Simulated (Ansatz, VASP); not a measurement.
**Two plane-wave programs on MgO**

```
Mg O
1.0
     3.45090    0.00000    0.00000
    -1.72545    2.98857    0.00000
     0.00000    0.00000    4.45140
Mg O
2 2
Direct
  0.66667 0.33333 0.75000
  0.33333 0.66667 0.25000
  0.66667 0.33333 0.25000
  0.33333 0.66667 0.75000
```

Alike in both runs: task single point; functional PBE; k mesh 9 × 9 × 6; occupations gaussian, width 0.05 eV; no spin polarisation.

|  | VASP | Ansatz |
| --- | --- | --- |
| version | VASP 6.6.1 | Ansatz 0.2.0 |
| potentials or method | VASP PAW PBE potentials, release 64 (Mg, O), cutoff 520 eV | scalar-relativistic, plane waves, PAW |
| valence electrons in the cell | 16 | 32 |

```csv
,VASP,Ansatz,Ansatz less VASP
gap on the k mesh at the Fermi level (eV),3.13,3.15,+0.021
least direct gap on the mesh (eV),3.13,3.15,+0.021
pressure (GPa),-0.7,-0.2,+0.54
"traceless stress, the component that is largest in VASP (GPa)",-6.09,-5.97,+0.129
```

With one functional, cell and mesh, what is left measures potentials, basis and numerics. VASP's potentials hold 16 valence electrons a cell and Ansatz's 32, so a difference there can come from the potentials and not from the codes.
